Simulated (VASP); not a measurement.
# TePb in VASP: a series of runs

TePb is run at these levels: PBE; tasks: single point.

Program: VASP 6.6.1. These are calculated values, not measurements. Logs are shortened: lines on timing, memory, paths and dates and some standing lists are left out, and cuts for length are marked.

### 1 The cell of the first run

It takes space group Fm-3m (No. 225, cubic). The conventional cell has a = 6.536 Å, b = 6.536 Å, c = 6.536 Å, α = 90.00°, β = 90.00°, γ = 90.00°. Pb (site symmetry m-3m) has 6 Te at 3.27 Å within 4.3 Å. Te (site symmetry m-3m) has 6 Pb at 3.27 Å within 4.3 Å.

### 2 Single point, PBE

INCAR reads:

```
PREC = Accurate ; ENCUT = 520
EDIFF = 1E-6 ; ISMEAR = 0
SIGMA = 0.01 ; LREAL = False
LASPH = True ; NELM = 100
ALGO = Normal ; ISIF = 2
LWAVE = False ; LCHARG = True
GGA = PE ; LELF = True
LVHAR = True ; NBANDS = 17
```

KPOINTS reads:

```
Automatic mesh
0
Gamma
  4 4 4
```

POSCAR reads:

```
TePb
1.0
    0.0000000000      3.2678368377      3.2678368377
    3.2678368377      0.0000000000      3.2678368377
    3.2678368377      3.2678368377      0.0000000000
Pb Te
1 1
Direct
    0.0000000000      0.0000000000      0.0000000000
    0.5000000000      0.5000000000      0.5000000000
```

Potentials or basis: VASP PAW PBE potentials, release 64 (Pb_d, Te).

Launch:

```
$ cat potpaw_PBE.64/Pb_d/POTCAR potpaw_PBE.64/Te/POTCAR > POTCAR
$ mpirun -np 1 vasp_std > vasp.out
```

OUTCAR:

```text
PREC = Accurate
   ENCUT = 520
   EDIFF = 1E-6
   ISMEAR = 0
   LREAL = False
   LASPH = True
   NELM = 100
   ISIF = 2
   GGA = PE

 ion  position               nearest neighbor table
   1  0.000  0.000  0.000-   2 3.27   2 3.27   2 3.27   2 3.27   2 3.27   2 3.27
   2  0.500  0.500  0.500-   1 3.27   1 3.27   1 3.27   1 3.27   1 3.27   1 3.27

  LATTYP: Found a face centered cubic cell.
 ALAT       =     6.5356736754

  Lattice vectors:

 A1 = (   0.0000000000,   3.2678368377,   3.2678368377)
 A2 = (   3.2678368377,   0.0000000000,   3.2678368377)
 A3 = (   3.2678368377,   3.2678368377,   0.0000000000)

Analysis of symmetry for initial positions (statically):
=====================================================================
 Subroutine PRICEL returns:
 Original cell was already a primitive cell.

 Routine SETGRP: Setting up the symmetry group for a
 face centered cubic supercell.

 Subroutine GETGRP returns: Found 48 space group operations
 (whereof 48 operations were pure point group operations)
 out of a pool of 48 trial point group operations.

The static configuration has the point symmetry O_h .

Analysis of symmetry for dynamics (positions and initial velocities):
=====================================================================
 Subroutine PRICEL returns:
 Original cell was already a primitive cell.

 Routine SETGRP: Setting up the symmetry group for a
 face centered cubic supercell.

 Subroutine GETGRP returns: Found 48 space group operations
 (whereof 48 operations were pure point group operations)
 out of a pool of 48 trial point group operations.

The dynamic configuration has the point symmetry O_h .

 Subroutine INISYM returns: Found 48 space group operations
 (whereof 48 operations are pure point group operations),
 and found     1 'primitive' translations

----------------------------------------------------------------------------------------

                                     Primitive cell

  volume of cell :      69.7929

  direct lattice vectors                    reciprocal lattice vectors
     0.000000000  3.267836838  3.267836838    -0.153006415  0.153006415  0.153006415
     3.267836838  0.000000000  3.267836838     0.153006415 -0.153006415  0.153006415
     3.267836838  3.267836838  0.000000000     0.153006415  0.153006415 -0.153006415

  length of vectors
     4.621419175  4.621419175  4.621419175     0.265014885  0.265014885  0.265014885

  position of ions in fractional coordinates (direct lattice)
     0.000000000  0.000000000  0.000000000
     0.500000000  0.500000000  0.500000000

  ion indices of the primitive-cell ions
   primitive index   ion index
                 1           1
                 2           2

----------------------------------------------------------------------------------------

 KPOINTS: Automatic mesh

Automatic generation of k-mesh.
 Grid dimensions read from file:
 generate k-points for:    4    4    4

 Generating k-lattice:

  Cartesian coordinates                     Fractional coordinates (reciprocal lattice)
    -0.038251604  0.038251604  0.038251604     0.250000000  0.000000000  0.000000000
     0.038251604 -0.038251604  0.038251604     0.000000000  0.250000000  0.000000000
     0.038251604  0.038251604 -0.038251604     0.000000000  0.000000000  0.250000000

  Length of vectors
     0.066253721  0.066253721  0.066253721

  Shift w.r.t. Gamma in fractional coordinates (k-lattice)
     0.000000000  0.000000000  0.000000000

 Subroutine IBZKPT returns following result:
 ===========================================

 Found      8 irreducible k-points:

 Following reciprocal coordinates:
            Coordinates               Weight
  0.000000  0.000000  0.000000      1.000000
  0.250000  0.000000  0.000000      8.000000
  0.500000  0.000000  0.000000      4.000000
  0.250000  0.250000  0.000000      6.000000
  0.500000  0.250000  0.000000     24.000000
 -0.250000  0.250000  0.000000     12.000000
  0.500000  0.500000  0.000000      3.000000
 -0.250000  0.500000  0.250000      6.000000
   k-points           NKPTS =      8   k-points in BZ     NKDIM =      8   number of bands    NBANDS=     17
   number of dos      NEDOS =    301   number of ions     NIONS =      2
   total plane-waves  NPLWV =  46656
   dimension x,y,z NGX =    36 NGY =   36 NGZ =   36
   dimension x,y,z NGXF=    72 NGYF=   72 NGZF=   72
   ions per type =               1   1
   NGX,Y,Z   is equivalent  to a cutoff of  12.95, 12.95, 12.95 a.u.
   NGXF,Y,Z  is equivalent  to a cutoff of  25.90, 25.90, 25.90 a.u.
 SYSTEM =  unknown system
   PREC   = accura    normal or accurate (medium, high low for compatibility)
   ISTART =      0    job   : 0-new  1-cont  2-samecut
   ICHARG =      2    charge: 1-file 2-atom 10-const
   ISPIN  =      1    spin polarized calculation?
   LNONCOLLINEAR =      F non collinear calculations
   LSORBIT =      F    spin-orbit coupling
   LASPH  =      T    aspherical Exc in radial PAW
   ENCUT  =  520.0 eV  38.22 Ry    6.18 a.u.   8.59  8.59  8.59*2*pi/ulx,y,z
   NELM   =    100;   NELMIN=  2; NELMDL= -5     # of ELM steps
   EDIFF  = 0.1E-05   stopping-criterion for ELM
   LREAL  =      F    real-space projection
   EDIFFG = 0.1E-04   stopping-criterion for IOM
   NSW    =      0    number of steps for IOM
   IBRION =     -1    ionic relax: 0-MD 1-quasi-New 2-CG
   NFREE  =      0    steps in history (QN), initial steepest desc. (CG)
   ISIF   =      2    stress and relaxation
   ISYM   =      2    0-nonsym 1-usesym 2-fastsym
   POTIM  = 0.5000    time-step for ionic-motion
   TEBEG  =    0.0;   TEEND  =   0.0 temperature during run
   PSTRESS=    0.0 pullay stress
   NELECT =      20.0000    total number of electrons
   NUPDOWN=      -1.0000    fix difference up-down
   EMIN   =  10.00;   EMAX   =-10.00  energy-range for DOS
   EFERMI =   0.00;   METHOD = LEGACY
   ISMEAR =     0;   SIGMA  =   0.01  broadening in eV -4-tet -1-fermi 0-gaus
   EFERMI_NEDOS =   21; number of points for ismear=-14 and -15
   IALGO  =     38    algorithm
   IMIX   =      4    mixing-type and parameters
     AMIX     =   0.40;   BMIX     =  1.00
     AMIX_MAG =   1.60;   BMIX_MAG =  1.00
  volume/ion in A,a.u.               =      34.90       235.49
  Fermi-wavevector in a.u.,A,eV,Ry     =   1.079314  2.039608 15.849681  1.164919
  Thomas-Fermi vector in A             =   2.215276
   LORBIT       =      0    0 simple, 1 ext, 2 COOP (PROOUT), +10 PAW based schemes
   GGA     = PE    functional components
   LHFCALC =     F    Hartree Fock is set to
   AEXX    =    0.0000 exact exchange contribution
   IVDW    =     0    specifies the selected vdW correction
   LEPSILON=     F    determine dielectric tensor
   LRPA    =     F    only Hartree local field effects (RPA)
 non-spin polarized calculation
 Gauss-broadening in eV      SIGMA  =   0.01
  energy-cutoff  :      520.00
  volume of cell :       69.79
 maximum number of plane-waves:      1893
 NGX is ok and might be reduce to    36
   NGX = 17   NGY = 17   NGZ = 17

 number of electron      20.0000002 magnetization

 Free energy of the ion-electron system (eV)
  ---------------------------------------------------
  ext. energy  EPLUGINS =         0.00000000
  ---------------------------------------------------
  free energy    TOTEN  =        -7.51353181 eV

  energy without entropy =       -7.51353181  energy(sigma->0) =       -7.51353181

 E-fermi :   5.2852     XC(G=0):  -9.1513

 val. band max:        5.1837101271   @ k =   0.5000   0.0000   0.0000
 cond. band min:       5.9868526495   @ k =   0.5000   0.0000   0.0000
 fundamental gap:      0.8031425224
 Fermi energy:         5.2852095431

 k-point     1 :       0.0000    0.0000    0.0000
  band No.  band energies     occupation
      1     -11.4846      2.00000
      2     -11.4846      2.00000
      3     -11.4777      2.00000
      4     -11.4777      2.00000
      5     -11.4777      2.00000
      6      -6.5522      2.00000
[... 9 lines left out ...]
     16      11.0641      0.00000
     17      12.6569      0.00000

 k-point     2 :       0.2500    0.0000    0.0000
  band No.  band energies     occupation
      1     -11.4906      2.00000
      2     -11.4906      2.00000
      3     -11.4764      2.00000
      4     -11.4704      2.00000
      5     -11.4704      2.00000
      6      -6.0590      2.00000
[... 9 lines left out ...]
     16      12.1281      0.00000
     17      15.3360      0.00000

 k-point     3 :       0.5000    0.0000    0.0000
  band No.  band energies     occupation
      1     -11.4972      2.00000
      2     -11.4972      2.00000
      3     -11.4753      2.00000
      4     -11.4625      2.00000
      5     -11.4625      2.00000
      6      -5.2046      2.00000
[... 9 lines left out ...]
     16      14.4426      0.00000
     17      14.4426      0.00000

 k-point     4 :       0.2500    0.2500    0.0000
  band No.  band energies     occupation
      1     -11.5059      2.00000
      2     -11.4818      2.00000
      3     -11.4798      2.00000
      4     -11.4668      2.00000
      5     -11.4668      2.00000
      6      -5.9072      2.00000
[... 9 lines left out ...]
     16      13.6161      0.00000
     17      13.6210      0.00000

 k-point     5 :       0.5000    0.2500    0.0000
  band No.  band energies     occupation
      1     -11.5155      2.00000
      2     -11.4854      2.00000
      3     -11.4776      2.00000
      4     -11.4632      2.00000
      5     -11.4596      2.00000
      6      -5.1193      2.00000
[... 9 lines left out ...]
     16      14.8563      0.00000
     17      15.5959      0.00000

 k-point     6 :      -0.2500    0.2500    0.0000
  band No.  band energies     occupation
      1     -11.5006      2.00000
      2     -11.4934      2.00000
      3     -11.4718      2.00000
      4     -11.4669      2.00000
      5     -11.4660      2.00000
      6      -5.3737      2.00000
[... 9 lines left out ...]
     16      13.7489      0.00000
     17      14.5319      0.00000

 k-point     7 :       0.5000    0.5000    0.0000
  band No.  band energies     occupation
      1     -11.5360      2.00000
      2     -11.4861      2.00000
      3     -11.4749      2.00000
      4     -11.4552      2.00000
      5     -11.4552      2.00000
      6      -4.9897      2.00000
[... 9 lines left out ...]
     16      15.9074      0.00000
     17      16.1647      0.00000

 k-point     8 :      -0.2500    0.5000    0.2500
  band No.  band energies     occupation
      1     -11.5208      2.00000
      2     -11.4857      2.00000
      3     -11.4711      2.00000
      4     -11.4711      2.00000
      5     -11.4552      2.00000
      6      -4.8420      2.00000
[... 9 lines left out ...]
     16      16.0912      0.00000
     17      16.1541      0.00000

------------------------ aborting loop because EDIFF is reached ----------------------------------------

  FORCE on cell =-STRESS in cart. coord.  units (eV):
  Direction    XX          YY          ZZ          XY          YZ          ZX
  --------------------------------------------------------------------------------------
  -------------------------------------------------------------------------------------
  Total        0.2431819      0.2431819      0.2431819      0.0000000      0.0000000      0.0000000
  in kB        5.5825248      5.5825248      5.5825248      0.0000000      0.0000000      0.0000000
  external PRESSURE =       5.5825248 kB  Pullay stress =       0.0000000 kB

 VOLUME and BASIS-vectors are now :
 -----------------------------------------------------------------------------
  energy-cutoff  :      520.00
  volume of cell :       69.79
      direct lattice vectors                 reciprocal lattice vectors
     0.000000000  3.267836838  3.267836838    -0.153006415  0.153006415  0.153006415
     3.267836838  0.000000000  3.267836838     0.153006415 -0.153006415  0.153006415
     3.267836838  3.267836838  0.000000000     0.153006415  0.153006415 -0.153006415

 POSITION                                       TOTAL-FORCE (eV/Angst)
 -----------------------------------------------------------------------------------
      0.00000      0.00000      0.00000        -0.000000      0.000000     -0.000000
      3.26784      3.26784      3.26784         0.000000     -0.000000      0.000000
 -----------------------------------------------------------------------------------
    total drift:                               -0.000000      0.000000      0.000000

  FREE ENERGIE OF THE ION-ELECTRON SYSTEM (eV)
  ---------------------------------------------------
  free  energy   TOTEN  =        -7.5135318110 eV

  energy  without entropy=       -7.5135318110  energy(sigma->0) =       -7.51353181
```

Wall time 9.7 s (1 thread of Intel Xeon 6975P-C (Granite Rapids), shared host); peak memory 0.2 GiB.

Results:

| Item | Value |
| --- | --- |
| Free energy | -7.5135 eV |
| Pressure | 0.6 GPa |
| Band gap on the k mesh | 0.80 eV, direct |

Levels at points of the mesh, in eV from the valence-band top:
```csv
k point,band 6,band 7,band 8,band 9,band 10,band 11,band 12,band 13,band 14,band 15
"(0.00, 0.00, 0.00)",-11.74,-5.68,-1.21,-1.21,-1.21,4.04,4.04,4.04,5.88,5.88
"(0.50, 0.00, 0.00)",-10.39,-8.41,-0.78,-0.78,0.00,0.80,1.36,1.36,8.35,9.17
"(0.50, 0.50, 0.00)",-10.17,-7.24,-4.23,-2.60,-2.60,3.44,5.36,5.36,6.52,10.03
```

Caveat: spin-orbit coupling is left out, which moves the levels of the heavy elements.

### 3 Single point, PBE (epitaxial xy strain -1.0%)

INCAR reads:

```
PREC = Accurate
ENCUT = 520
EDIFF = 1E-6
ISMEAR = 0
SIGMA = 0.01
LREAL = False
LASPH = True
NELM = 60
ALGO = Normal
ISIF = 2
LWAVE = False
LCHARG = False
GGA = PE
NBANDS = 17
```

KPOINTS reads:

```
regular mesh
0
Gamma
  4 4 4
```

POSCAR reads:

```
TePb
1.0
    0.0000000000      3.2351584693      3.2712309296
    3.2351584693      0.0000000000      3.2712309296
    3.2351584693      3.2351584693      0.0000000000
Pb Te
1 1
Direct
    0.0000000000      0.0000000000      0.0000000000
    0.5000000000      0.5000000000      0.5000000000
```

Potentials or basis: VASP PAW PBE potentials, release 64 (Pb_d, Te).

Launch:

```
$ cat potpaw_PBE.64/Pb_d/POTCAR potpaw_PBE.64/Te/POTCAR > POTCAR
$ mpirun -np 1 vasp_std > vasp.out
```

It took 11 s on 1 thread of Intel Xeon 6975P-C (Granite Rapids), shared host; peak memory 0.2 GiB.

Results (log left out):

| Property | Result |
| --- | --- |
| Free energy | -7.5030 eV |
| Pressure | 1.4 GPa |
| Band gap on the k mesh | 0.76 eV, direct |

Stress tensor (GPa, compression positive):
```
1.85 0.00 0.00
0.00 1.85 0.00
0.00 0.00 0.49
```

Levels at points of the mesh, in eV from the valence-band top:
| k point | band 8 | band 9 | band 10 | band 11 | band 12 | band 13 |
| --- | --- | --- | --- | --- | --- | --- |
| (0.00, 0.00, 0.00) | -1.33 | -1.33 | -1.22 | 3.90 | 4.14 | 4.14 |
| (0.50, 0.00, 0.00) | -0.86 | -0.83 | 0.00 | 0.76 | 1.29 | 1.33 |
| (0.50, 0.50, 0.00) | -4.37 | -2.70 | -2.70 | 3.38 | 5.45 | 5.45 |
| (0.50, 0.00, 0.50) | -4.39 | -2.78 | -2.66 | 3.34 | 5.27 | 5.54 |

Caveat: the cell differs from its parent crystal (epitaxial xy strain -1.0%); spin-orbit coupling is left out, which moves the levels of the heavy elements. A k mesh can miss the band edges.

### 4 Single point, PBE (epitaxial 111 strain -1.0%)

INCAR reads:

```
  ALGO = Normal
  EDIFF = 1E-7
  ENCUT = 520
  GGA = PE
  ISIF = 2
  ISMEAR = 0
  LASPH = True
  LCHARG = True
  LELF = True
  LREAL = False
  LVHAR = True
  LWAVE = False
  NBANDS = 17
  NELM = 60
  PREC = Accurate
  SIGMA = 0.01
```

KPOINTS reads:

```
k-points
0
Gamma
  4 4 4
```

POSCAR reads:

```
TePb
1.0
    0.0438811041      3.2790395734      3.2790395734
    3.2790395734      0.0438811041      3.2790395734
    3.2790395734      3.2790395734      0.0438811041
Pb Te
1 1
Direct
    0.0000000000      0.0000000000      0.0000000000
    0.5000000000      0.5000000000      0.5000000000
```

Launch:

```
$ cat potpaw_PBE.64/Pb_d/POTCAR potpaw_PBE.64/Te/POTCAR > POTCAR
$ mpirun -np 1 vasp_std > vasp.out
```

Run time: 12 s. Hardware: 1 thread of Intel Xeon 6975P-C (Granite Rapids), shared host; peak memory 0.2 GiB.

It converged, with:

```
Free energy            : -7.5081 eV
Pressure               : 1.0 GPa
Band gap on the k mesh : 0.66 eV, indirect (least direct gap 0.77 eV)
```

Stress tensor (GPa, compression positive):
```
 1.00 -0.21 -0.21
-0.21  1.00 -0.21
-0.21 -0.21  1.00
```

Levels at points of the mesh, in eV from the valence-band top:
| k point | band 6 | band 7 | band 8 | band 9 | band 10 | band 11 | band 12 | band 13 | band 14 | band 15 |
| --- | --- | --- | --- | --- | --- | --- | --- | --- | --- | --- |
| (0.00, 0.00, 0.00) | -11.90 | -5.74 | -1.45 | -1.28 | -1.28 | 3.95 | 3.95 | 4.01 | 5.62 | 5.85 |
| (0.50, 0.00, 0.00) | -10.52 | -8.53 | -0.94 | -0.88 | -0.11 | 0.66 | 1.19 | 1.26 | 8.29 | 8.87 |
| (0.50, 0.50, 0.00) | -10.30 | -7.34 | -4.39 | -2.80 | -2.68 | 3.31 | 5.28 | 5.32 | 6.49 | 9.95 |
| (0.50, 0.50, 0.50) | -10.56 | -8.59 | -0.83 | -0.83 | 0.00 | 0.79 | 1.34 | 1.34 | 8.22 | 9.02 |

Caveat: the cell differs from its parent crystal (epitaxial 111 strain -1.0%); spin-orbit coupling is left out, which moves the levels of the heavy elements. A k mesh can miss the band edges.

(Continued in part 2 of 2.)
